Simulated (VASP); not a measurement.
# LiBr2 (Ibam) in VASP: a series of runs

Aim: see how the results for LiBr2 move with the level of theory and the settings. Levels: LDA, r2SCAN. Tasks: single point.

Program: VASP 6.6.1. These are calculated values, not measurements. Logs are shortened: lines on timing, memory, paths and dates and some standing lists are left out, and cuts for length are marked.

## 1. The cell of the first run

It takes space group Ibam (No. 72, orthorhombic). Conventional cell: a = 4.785 Å, b = 8.580 Å, c = 6.853 Å, α = 90.00°, β = 90.00°, γ = 90.00°. Within 3.3 Å of Br (site symmetry m) lie 2 Li at 2.48 Å and 3 Br at 2.95 to 3.17 Å. Li (site symmetry 222) has 4 Br at 2.48 Å and 2 Li at 3.43 Å within 3.5 Å.

## 2. Single point, LDA

INCAR reads:

```
SYSTEM = LiBr2
  PREC = Accurate
  ENCUT = 520
  EDIFF = 1E-7
  ISMEAR = -1
  SIGMA = 0.1
  LREAL = .FALSE.
  LASPH = .TRUE.
  NELM = 80
  ALGO = Normal
  ISIF = 2
  LWAVE = .FALSE.
  LCHARG = .FALSE.
  GGA = CA
  NBANDS = 26
```

KPOINTS reads:

```
Automatic mesh
0
G
  4 4 4
  0 0 0
```

POSCAR reads:

```
LiBr2
1.0
    0.0000000000     -0.0000003245      6.8532300747
    4.7849386705      0.0000000000      0.0000000000
    2.3924693353      4.2901978857     -3.4266148342
Br Li
4 2
Direct
    0.1285724505      0.1674368642      0.2571449010
    0.8714275495      0.8325631358      0.7428550990
    0.3714275495      0.4245817652      0.7428550990
    0.6285724505      0.5754182348      0.2571449010
    0.2500000000      0.0000000000      0.0000000000
    0.7500000000      0.0000000000      0.0000000000
```

Potentials or basis: VASP PAW LDA potentials, release 64 (Br, Li_sv).

On the command line:

```sh
$ cat potpaw_LDA.64/Br/POTCAR potpaw_LDA.64/Li_sv/POTCAR > POTCAR
$ mpirun -np 1 vasp_std > vasp.out
```

OUTCAR:

```text
SYSTEM = LiBr2
   PREC = Accurate
   ENCUT = 520
   EDIFF = 1E-7
   ISMEAR = -1
   LREAL = .FALSE.
   LASPH = .TRUE.
   NELM = 80
   ISIF = 2
   GGA = CA

 ion  position               nearest neighbor table
   1  0.129  0.167  0.257-   5 2.48   6 2.48
   2  0.871  0.833  0.743-   6 2.48   5 2.48
   3  0.371  0.425  0.743-   5 2.48   6 2.48
   4  0.629  0.575  0.257-   6 2.48   5 2.48
   5  0.250  0.000  0.000-   3 2.48   4 2.48   1 2.48   2 2.48
   6  0.750  0.000  0.000-   4 2.48   3 2.48   2 2.48   1 2.48

  LATTYP: Found a body centered orthorhombic cell.
 ALAT       =     4.7849386705
 B/A-ratio  =     1.4322503477
 C/A-ratio  =     1.7932090749

  Lattice vectors:

 A1 = (   2.3924693352,  -4.2901975612,  -3.4266152405)
 A2 = (  -2.3924693353,  -4.2901978857,   3.4266148342)
 A3 = (  -2.3924693352,   4.2901978857,  -3.4266148342)

Analysis of symmetry for initial positions (statically):
=====================================================================
 Subroutine PRICEL returns:
 Original cell was already a primitive cell.

 Routine SETGRP: Setting up the symmetry group for a
 body centered orthorhombic supercell.

 Subroutine GETGRP returns: Found  8 space group operations
 (whereof  4 operations were pure point group operations)
 out of a pool of  8 trial point group operations.

The static configuration has the point symmetry C_2h.
 The point group associated with its full space group is D_2h.

Analysis of symmetry for dynamics (positions and initial velocities):
=====================================================================
 Subroutine PRICEL returns:
 Original cell was already a primitive cell.

 Routine SETGRP: Setting up the symmetry group for a
 body centered orthorhombic supercell.

 Subroutine GETGRP returns: Found  8 space group operations
 (whereof  4 operations were pure point group operations)
 out of a pool of  8 trial point group operations.

The dynamic configuration has the point symmetry C_2h.
 The point group associated with its full space group is D_2h.

 Subroutine INISYM returns: Found  8 space group operations
 (whereof  4 operations are pure point group operations),
 and found     1 'primitive' translations

----------------------------------------------------------------------------------------

                                     Primitive cell
[... 92 lines left out ...]
   EDIFF  = 0.1E-06   stopping-criterion for ELM
   LREAL  =      F    real-space projection
   EDIFFG = 0.1E-05   stopping-criterion for IOM
   NSW    =      0    number of steps for IOM
   IBRION =     -1    ionic relax: 0-MD 1-quasi-New 2-CG
   NFREE  =      0    steps in history (QN), initial steepest desc. (CG)
   ISIF   =      2    stress and relaxation
   ISYM   =      2    0-nonsym 1-usesym 2-fastsym
   POTIM  = 0.5000    time-step for ionic-motion
   TEBEG  =    0.0;   TEEND  =   0.0 temperature during run
   PSTRESS=    0.0 pullay stress
   NELECT =      34.0000    total number of electrons
   NUPDOWN=      -1.0000    fix difference up-down
   EMIN   =  10.00;   EMAX   =-10.00  energy-range for DOS
   EFERMI =   0.00;   METHOD = LEGACY
   ISMEAR =    -1;   SIGMA  =   0.10  broadening in eV -4-tet -1-fermi 0-gaus
   EFERMI_NEDOS =   21; number of points for ismear=-14 and -15
   IALGO  =     38    algorithm
   IMIX   =      4    mixing-type and parameters
     AMIX     =   0.40;   BMIX     =  1.00
     AMIX_MAG =   1.60;   BMIX_MAG =  1.00
  volume/ion in A,a.u.               =      23.45       158.23
  Fermi-wavevector in a.u.,A,eV,Ry     =   1.019729  1.927009 14.147983  1.039847
  Thomas-Fermi vector in A             =   2.153259
   LORBIT       =      0    0 simple, 1 ext, 2 COOP (PROOUT), +10 PAW based schemes
   GGA     = CA    functional components
   LHFCALC =     F    Hartree Fock is set to
   AEXX    =    0.0000 exact exchange contribution
   IVDW    =     0    specifies the selected vdW correction
   LEPSILON=     F    determine dielectric tensor
   LRPA    =     F    only Hartree local field effects (RPA)
 non-spin polarized calculation
  energy-cutoff  :      520.00
  volume of cell :      140.69
 maximum number of plane-waves:      3820
 NGX is ok and might be reduce to    54
   NGX = 25   NGY = 17   NGZ = 23

 number of electron      34.0000009 magnetization

 Free energy of the ion-electron system (eV)
  ---------------------------------------------------
  ext. energy  EPLUGINS =         0.00000000
  ---------------------------------------------------
  free energy    TOTEN  =       -17.66478676 eV

  energy without entropy =      -17.50507303  energy(sigma->0) =      -17.58492989

 E-fermi :   1.2162     XC(G=0):  -8.8964

 val. band max:        1.1995264981   @ k =   0.5000   0.2500   0.0000
 cond. band min:       1.2442926747   @ k =   0.5000   0.5000   0.2500
 fundamental gap:      0.0447661766
 Fermi energy:         1.2161814162

 k-point     1 :       0.0000    0.0000    0.0000
  band No.  band energies     occupation
      1     -42.6922      2.00000
      2     -42.6895      2.00000
      3     -13.8905      2.00000
      4     -12.9679      2.00000
      5     -12.8799      2.00000
      6     -12.2070      2.00000
[... 511 lines left out ...]
     25       9.0207      0.00000
     26       9.8671      0.00000

------------------------ aborting loop because EDIFF is reached ----------------------------------------

  FORCE on cell =-STRESS in cart. coord.  units (eV):
  Direction    XX          YY          ZZ          XY          YZ          ZX
  --------------------------------------------------------------------------------------
  -------------------------------------------------------------------------------------
  Total        0.0515305      0.0021325      0.0323873      0.0000000     -0.0000000      0.0000000
  in kB        0.5868486      0.0242855      0.3688389      0.0000000     -0.0000000      0.0000000
  external PRESSURE =       0.3266576 kB  Pullay stress =       0.0000000 kB

 VOLUME and BASIS-vectors are now :
 -----------------------------------------------------------------------------
  energy-cutoff  :      520.00
  volume of cell :      140.69
      direct lattice vectors                 reciprocal lattice vectors
     0.000000000 -0.000000324  6.853230075     0.000000000  0.116544738  0.145916601
     4.784938670  0.000000000  0.000000000     0.208989095 -0.116544745 -0.000000006
     2.392469335  4.290197886 -3.426614834     0.000000000  0.233089490  0.000000011

 POSITION                                       TOTAL-FORCE (eV/Angst)
 -----------------------------------------------------------------------------------
      1.41639      1.10320      0.00000         0.001365     -0.001954     -0.000000
      5.76102      3.18700      3.42662        -0.001365      0.001954      0.000000
      3.80886      3.18700      0.00000         0.001365      0.001954      0.000000
      3.36855      1.10320      3.42662        -0.001365     -0.001954     -0.000000
      0.00000     -0.00000      1.71331         0.000000     -0.000000     -0.000000
      0.00000     -0.00000      5.13992        -0.000000      0.000000      0.000000
 -----------------------------------------------------------------------------------
    total drift:                               -0.000000     -0.000000      0.000000

  FREE ENERGIE OF THE ION-ELECTRON SYSTEM (eV)
  ---------------------------------------------------
  free  energy   TOTEN  =       -17.6647867586 eV

  energy  without entropy=      -17.5050730264  energy(sigma->0) =      -17.58492989
```

stdout:

```text
POSCAR found type information on POSCAR BrLi
 POSCAR found :  2 types and       6 ions
 scaLAPACK will be used
 LDA part: xc-table for (Slater(with rela. corr.)+CA(PZ))
 , standard interpolation
 POSCAR, INCAR and KPOINTS ok, starting setup
 FFT: planning ... GRIDC
 FFT: planning ... GRID_SOFT
 FFT: planning ... GRID
 WAVECAR not read
 entering main loop
```

It took 46 s on 1 thread of Intel Xeon 6975P-C (Granite Rapids), shared host; peak memory 0.25 GiB.

Results:

```
Free energy            : -17.6648 eV
Band gap on the k mesh : zero (bands 17 and 18 overlap by 0.91 eV)
```

Forces in eV/Å, atoms in the order of the input:
```
Br   0.001 -0.002  0.000
Br  -0.001  0.002  0.000
Br   0.001  0.002  0.000
Br  -0.001 -0.002  0.000
Li   0.000  0.000  0.000
Li   0.000  0.000  0.000
```

Caveat: the k points lie up to 0.38 Å⁻¹ apart, too coarse for converged energies and pressures of a metal; the cutoff is under 1.25 times the usual one of these potentials, so pressure, stress and relaxed cells hold a basis-set (Pulay) error.

## 3. Single point, r2SCAN

This run uses another cell than the first one, of 26.58 Å³/atom.

POSCAR reads:

```
LiBr2
1.0
    0.0000000000     -0.0000003350      7.0747310967
    4.7730819829      0.0000000000      0.0000000000
    2.3865409915      4.7234885032     -3.5373653247
Br Li
4 2
Direct
    0.1228786112      0.1771343962      0.2457572225
    0.8771213888      0.8228656038      0.7542427775
    0.3771213888      0.4228916187      0.7542427775
    0.6228786112      0.5771083813      0.2457572225
    0.2500000000      0.0000000000      0.0000000000
    0.7500000000      0.0000000000      0.0000000000
```

INCAR.step1 reads:

```
SYSTEM = LiBr2
PREC = Accurate
ENCUT = 520
ISMEAR = -1
SIGMA = 0.1
LREAL = .FALSE.
LASPH = .TRUE.
NELM = 60
NBANDS = 26
GGA = PE
ALGO = Normal
EDIFF = 1E-4
LWAVE = .TRUE.
LCHARG = .FALSE.
```

INCAR.step2 reads:

```
SYSTEM = LiBr2
PREC = Accurate
ENCUT = 520
EDIFF = 1E-7
ISMEAR = -1
SIGMA = 0.1
LREAL = .FALSE.
LASPH = .TRUE.
NELM = 60
ALGO = Normal
ISIF = 2
LWAVE = .FALSE.
LCHARG = .TRUE.
METAGGA = R2SCAN
LMIXTAU = .TRUE.
LELF = .TRUE.
LVHAR = .TRUE.
NBANDS = 26
ISTART = 1
```

KPOINTS is that of step 2.

Potentials or basis: VASP PAW PBE potentials, release 64 (Br, Li_sv).

On the command line:

```sh
$ cat potpaw_PBE.64/Br/POTCAR potpaw_PBE.64/Li_sv/POTCAR > POTCAR
$ cp INCAR.step1 INCAR
$ mpirun -np 1 vasp_std > vasp.out
$ cp INCAR.step2 INCAR
$ mpirun -np 1 vasp_std > vasp.out
```

Run time: 3.2 min. Hardware: 1 thread of Intel Xeon 6975P-C (Granite Rapids), shared host; peak memory 0.34 GiB.

It converged, with:

- Free energy: -63.3671 eV
- Largest force: 0.016 eV/Å
- Band gap on the k mesh: zero (bands 17 and 18 overlap by 0.60 eV)

Forces on the atoms (eV/Å):
```
Br  -0.012 -0.011  0.000
Br   0.012  0.011  0.000
Br  -0.012  0.011  0.000
Br   0.012 -0.011  0.000
Li   0.000  0.000  0.000
Li   0.000  0.000  0.000
```

Levels at points of the mesh, in eV from the Fermi level:
```tsv
k point	band 13	band 14	band 15	band 16	band 17	band 18	band 19	band 20	band 21	band 22
(0.00, 0.00, 0.00)	-2.09	-1.99	-1.58	-1.42	0.03	0.15	5.38	5.70	8.13	8.24
(0.50, 0.00, 0.00)	-1.61	-1.61	-1.32	-1.32	-0.28	-0.28	7.11	7.11	7.38	7.38
(0.00, 0.50, 0.00)	-1.60	-1.51	-0.95	-0.82	-0.11	0.06	6.99	7.29	8.05	8.24
(0.50, 0.50, 0.00)	-1.76	-1.76	-1.58	-1.58	0.32	0.32	6.44	6.44	7.76	7.76
(0.00, 0.00, 0.50)	-1.82	-1.46	-1.44	-1.43	-0.31	-0.09	6.03	6.80	6.99	7.35
```

Caveat: the k points lie up to 0.37 Å⁻¹ apart, too coarse for converged energies and pressures of a metal; the cutoff is under 1.25 times the usual one of these potentials, so pressure, stress and relaxed cells hold a basis-set (Pulay) error; the PAW data sets were made with another functional, which shifts forces and pressure a little.

The gap in the log of VASP goes by the Fermi energy; the results here count the filled bands.